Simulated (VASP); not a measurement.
# KMgF3 (P1) in VASP: single point with PBE

Aim: the single point of KMgF3 with PBE.

Program: VASP 6.6.1. These are calculated values, not measurements. Logs are shortened: lines on timing, memory, paths and dates and some standing lists are left out, and cuts for length are marked.

## (1) The cell of the first run

The typed cell holds 20 atoms: a = 7.022 Å, b = 7.022 Å, c = 7.022 Å, α = 109.47°, β = 109.47°, γ = 109.47°.

## (2) Single point, PBE

File INCAR:

```
SYSTEM = KMgF3
PREC     = Accurate       ! precision mode
ENCUT    = 520            ! plane-wave cutoff, eV
EDIFF    = 1E-6           ! SCF threshold, eV
ISMEAR   = 0              ! smearing method
SIGMA    = 0.02           ! smearing width, eV
LREAL    = Auto         
LASPH    = .TRUE.         ! aspherical terms in the spheres
NELM     = 100            ! most SCF steps
ALGO     = Normal         ! electronic algorithm
ISIF     = 2              ! what is computed and relaxed
LWAVE    = .FALSE.        ! write WAVECAR
LCHARG   = .FALSE.        ! write CHGCAR
GGA      = PE             ! functional
NBANDS   = 80             ! bands
```

File KPOINTS:

```
Automatic mesh
0
Gamma
  2 2 2
  0.5 0.5 0.5
```

File POSCAR:

```
KMgF3
1.0
   -4.0538823376      4.0538823376      4.0538823376
    4.0538823376     -4.0538823376      4.0538823376
    4.0538823376      4.0538823376     -4.0538823376
K Mg F
4 4 12
Direct
    0.4989048420      0.4993013584      0.4988238091
   -0.0011139088     -0.0004790532      0.4985697018
   -0.0016623129      0.4987233943     -0.0020227848
    0.4991552881     -0.0006876205     -0.0018043838
    0.4988611849      0.4994598080     -0.0013644007
   -0.0009624278     -0.0006761169     -0.0015653779
   -0.0010834212      0.4994148018      0.4984949768
    0.4987600211     -0.0007728534      0.4982726083
    0.2488317538     -0.0014339513      0.2477638536
    0.7489483171      0.4989673481      0.2480134609
    0.7489157955     -0.0004038183      0.7485925506
    0.2488115731      0.4997231862      0.7489653119
    0.7487009334      0.2494093220      0.4983577413
    0.2489434060      0.7491691578      0.4983756124
    0.2488996478      0.2493861343     -0.0013887937
    0.7489187570      0.7490564466     -0.0018900687
   -0.0006629957      0.2492278523      0.2488775309
    0.4994129166      0.7494355945      0.2486885274
    0.4982167373      0.2490878235      0.7479182189
   -0.0013695993      0.7494505204      0.7478116148
```

Potentials or basis: VASP PAW PBE potentials, release 64 (K_sv, Mg, F).

Run with:

```sh
$ cat potpaw_PBE.64/K_sv/POTCAR potpaw_PBE.64/Mg/POTCAR potpaw_PBE.64/F/POTCAR > POTCAR
$ mpirun -np 1 vasp_std > vasp.out
```

OUTCAR:

```text
SYSTEM = KMgF3
   PREC = Accurate
   ENCUT = 520
   EDIFF = 1E-6
   ISMEAR = 0
   LREAL = Auto
   LASPH = .TRUE.
   NELM = 100
   ISIF = 2
   GGA = PE

 ion  position               nearest neighbor table
   1  0.499  0.499  0.499-   5 3.51   8 3.51   7 3.51   6 3.51   6 3.51   7 3.51   8 3.51   5 3.51

   2  0.999  1.000  0.499-   6 3.51   7 3.51   8 3.51   5 3.51   5 3.51   8 3.51   7 3.51   6 3.51

   3  0.998  0.499  0.998-   8 3.51   6 3.51   7 3.51   5 3.51   5 3.51   7 3.51   6 3.51   8 3.51
[... 9 lines left out ...]
   8  0.499  0.999  0.498-   9 2.03  14 2.03  18 2.03  13 2.03  19 2.03  11 2.03   3 3.51   4 3.51
                             1 3.51   2 3.51   2 3.51   1 3.51   4 3.51   3 3.51
   9  0.249  0.999  0.248-   8 2.03   6 2.03
  10  0.749  0.499  0.248-   5 2.03   7 2.03
  11  0.749  1.000  0.749-   8 2.03   6 2.03
  12  0.249  0.500  0.749-   5 2.03   7 2.03
  13  0.749  0.249  0.498-   8 2.03   7 2.03
  14  0.249  0.749  0.498-   7 2.03   8 2.03
  15  0.249  0.249  0.999-   6 2.03   5 2.03
  16  0.749  0.749  0.998-   6 2.03   5 2.03
  17  0.999  0.249  0.249-   6 2.03   7 2.03
  18  0.499  0.749  0.249-   5 2.02   8 2.03
  19  0.498  0.249  0.748-   8 2.03   5 2.03
  20  0.999  0.749  0.748-   7 2.03   6 2.03

  LATTYP: Found a body centered cubic cell.
 ALAT       =     8.1077646752

  Lattice vectors:

 A1 = (  -4.0538823376,   4.0538823376,   4.0538823376)
 A2 = (   4.0538823376,  -4.0538823376,   4.0538823376)
 A3 = (   4.0538823376,   4.0538823376,  -4.0538823376)

Analysis of symmetry for initial positions (statically):
=====================================================================
 Subroutine PRICEL returns:
 Original cell was already a primitive cell.

 Routine SETGRP: Setting up the symmetry group for a
 body centered cubic supercell.

 Subroutine GETGRP returns: Found  1 space group operations
 (whereof  1 operations were pure point group operations)
 out of a pool of 48 trial point group operations.

The static configuration has the point symmetry C_1 .

Analysis of symmetry for dynamics (positions and initial velocities):
=====================================================================
 Subroutine PRICEL returns:
 Original cell was already a primitive cell.

 Routine SETGRP: Setting up the symmetry group for a
 body centered cubic supercell.

 Subroutine GETGRP returns: Found  1 space group operations
 (whereof  1 operations were pure point group operations)
 out of a pool of 48 trial point group operations.

The dynamic configuration has the point symmetry C_1 .
[... 120 lines left out ...]
   ISIF   =      2    stress and relaxation
   ISYM   =      2    0-nonsym 1-usesym 2-fastsym
   POTIM  = 0.5000    time-step for ionic-motion
   TEBEG  =    0.0;   TEEND  =   0.0 temperature during run
   PSTRESS=    0.0 pullay stress
   NELECT =     128.0000    total number of electrons
   NUPDOWN=      -1.0000    fix difference up-down
   EMIN   =  10.00;   EMAX   =-10.00  energy-range for DOS
   EFERMI =   0.00;   METHOD = LEGACY
   ISMEAR =     0;   SIGMA  =   0.02  broadening in eV -4-tet -1-fermi 0-gaus
   EFERMI_NEDOS =   21; number of points for ismear=-14 and -15
   IALGO  =     38    algorithm
   IMIX   =      4    mixing-type and parameters
     AMIX     =   0.40;   BMIX     =  1.00
     AMIX_MAG =   1.60;   BMIX_MAG =  1.00
  volume/ion in A,a.u.               =      13.32        89.92
  Fermi-wavevector in a.u.,A,eV,Ry     =   1.282095  2.422809 22.364831  1.643769
  Thomas-Fermi vector in A             =   2.414427
   LORBIT       =      0    0 simple, 1 ext, 2 COOP (PROOUT), +10 PAW based schemes
   GGA     = PE    functional components
   LHFCALC =     F    Hartree Fock is set to
   AEXX    =    0.0000 exact exchange contribution
   IVDW    =     0    specifies the selected vdW correction
   LEPSILON=     F    determine dielectric tensor
   LRPA    =     F    only Hartree local field effects (RPA)
 non-spin polarized calculation
 Gauss-broadening in eV      SIGMA  =   0.02
  energy-cutoff  :      520.00
  volume of cell :      266.49
 maximum number of plane-waves:      7227
 NGX is ok and might be reduce to    54
   NGX = 27   NGY = 27   NGZ = 27

 number of electron     128.0000008 magnetization

 Free energy of the ion-electron system (eV)
  ---------------------------------------------------
  ext. energy  EPLUGINS =         0.00000000
  ---------------------------------------------------
  free energy    TOTEN  =       -97.80971003 eV

  energy without entropy =      -97.80971003  energy(sigma->0) =      -97.80971003

 E-fermi :  -1.6742     XC(G=0):  -9.4347

 val. band max:       -1.8586040766   @ k =   0.2500  -0.2500   0.2500
 cond. band min:       6.0664361291   @ k =   0.2500   0.2500  -0.2500
 fundamental gap:      7.9250402057
 Fermi energy:        -1.6741689934

 k-point     1 :       0.2500    0.2500    0.2500
  band No.  band energies     occupation
      1     -27.5819      2.00000
      2     -27.5817      2.00000
      3     -27.5816      2.00000
      4     -27.5815      2.00000
      5     -21.6517      2.00000
      6     -21.6512      2.00000
[... 305 lines left out ...]
     75       9.6456      0.00000
     76       9.6456      0.00000
 [bands above 76 left out]

------------------------ aborting loop because EDIFF is reached ----------------------------------------

  FORCE on cell =-STRESS in cart. coord.  units (eV):
  Direction    XX          YY          ZZ          XY          YZ          ZX
  --------------------------------------------------------------------------------------
  -------------------------------------------------------------------------------------
  Total       -0.6019522     -0.5967889     -0.5974209      0.0015667     -0.0008186     -0.0007129
  in kB       -3.6190884     -3.5880452     -3.5918452      0.0094194     -0.0049217     -0.0042860
  external PRESSURE =      -3.5996596 kB  Pullay stress =       0.0000000 kB

 VOLUME and BASIS-vectors are now :
 -----------------------------------------------------------------------------
  energy-cutoff  :      520.00
  volume of cell :      266.49
      direct lattice vectors                 reciprocal lattice vectors
    -4.053882338  4.053882338  4.053882338     0.000000000  0.123338558  0.123338558
     4.053882338 -4.053882338  4.053882338     0.123338558  0.000000000  0.123338558
     4.053882338  4.053882338 -4.053882338     0.123338558  0.123338558  0.000000000

 POSITION                                       TOTAL-FORCE (eV/Angst)
 -----------------------------------------------------------------------------------
      2.02378      2.02057      2.02444        -0.007332     -0.008508      0.000506
      2.02372      2.01857      6.08016        -0.007618     -0.004426     -0.001392
      2.02030      6.07106      2.02323         0.004130      0.002404      0.005757
      6.07415      2.01899      2.02804         0.002441     -0.002307     -0.003425
      4.05078      4.04592     -0.00128        -0.008739      0.005439      0.000780
      4.04870      4.04638      4.05359        -0.002206      0.003694     -0.002822
[... 12 lines left out ...]
      2.02203      4.04191     -0.00249         0.004592      0.003197      0.000681
      2.02139      4.04169      4.05497         0.007712      0.003599     -0.002229
 -----------------------------------------------------------------------------------
    total drift:                               -0.012816     -0.020419     -0.004008

  FREE ENERGIE OF THE ION-ELECTRON SYSTEM (eV)
  ---------------------------------------------------
  free  energy   TOTEN  =       -97.8097100254 eV

  energy  without entropy=      -97.8097100254  energy(sigma->0) =      -97.80971003
```

OSZICAR:

```text
N       E                     dE             d eps       ncg     rms          rms(c)
DAV:   1     0.104171829700E+04    0.10417E+04   -0.69153E+04   664   0.154E+03
DAV:   2    -0.319586268870E+02   -0.10737E+04   -0.10475E+04   736   0.418E+02
DAV:   3    -0.104715272718E+03   -0.72757E+02   -0.72435E+02   824   0.107E+02
DAV:   4    -0.106611848419E+03   -0.18966E+01   -0.18909E+01   976   0.163E+01
DAV:   5    -0.106702334924E+03   -0.90487E-01   -0.90465E-01   896   0.274E+00    0.179E+01
DAV:   6    -0.978417628021E+02    0.88606E+01   -0.38747E+01   760   0.224E+01    0.724E+00
DAV:   7    -0.978093268738E+02    0.32436E-01   -0.10847E+00   824   0.350E+00    0.468E+00
DAV:   8    -0.978086696830E+02    0.65719E-03   -0.30360E-01   744   0.298E+00    0.588E-01
DAV:   9    -0.978078148297E+02    0.85485E-03   -0.57368E-02   848   0.858E-01    0.233E-01
DAV:  10    -0.978095472875E+02   -0.17325E-02   -0.52963E-03   928   0.244E-01    0.132E-01
DAV:  11    -0.978097287573E+02   -0.18147E-03   -0.61354E-04   784   0.960E-02    0.428E-02
DAV:  12    -0.978097094376E+02    0.19320E-04   -0.26747E-04   736   0.588E-02    0.678E-03
DAV:  13    -0.978097105728E+02   -0.11351E-05   -0.10457E-05   816   0.161E-02    0.457E-03
DAV:  14    -0.978097100254E+02    0.54734E-06   -0.74965E-07   496   0.584E-03
   1 F= -.97809710E+02 E0= -.97809710E+02  d E =-.977077E-39
```

Wall time 5 min (1 thread of Intel Xeon 8259CL, shared host); peak memory 0.41 GiB.

What came out:

```yaml
Free_energy: -97.8097 eV
Pressure: -0.4 GPa
Largest_force: 0.011 eV/Å
Band_gap_on_the_k_mesh: 7.92 eV
```

Forces on the atoms (eV/Å):
```
K   -0.007 -0.009  0.001
K   -0.008 -0.004 -0.001
K    0.004  0.002  0.006
K    0.002 -0.002 -0.003
Mg  -0.009  0.005  0.001
Mg  -0.002  0.004 -0.003
Mg  -0.003  0.001  0.000
Mg  -0.003  0.002 -0.001
F    0.006  0.000  0.000
F   -0.001 -0.001  0.000
F    0.002  0.002  0.000
F   -0.004 -0.001  0.001
F   -0.001  0.001  0.001
F   -0.002 -0.001  0.002
F    0.000 -0.001  0.005
F    0.002 -0.003 -0.001
F    0.004 -0.003 -0.003
F    0.007  0.000 -0.001
F    0.005  0.003  0.001
F    0.008  0.004 -0.002
```

Caveat: the k points lie up to 0.55 Å⁻¹ apart; a shifted mesh leaves out Γ, where band edges can lie. A k mesh can miss the band edges.
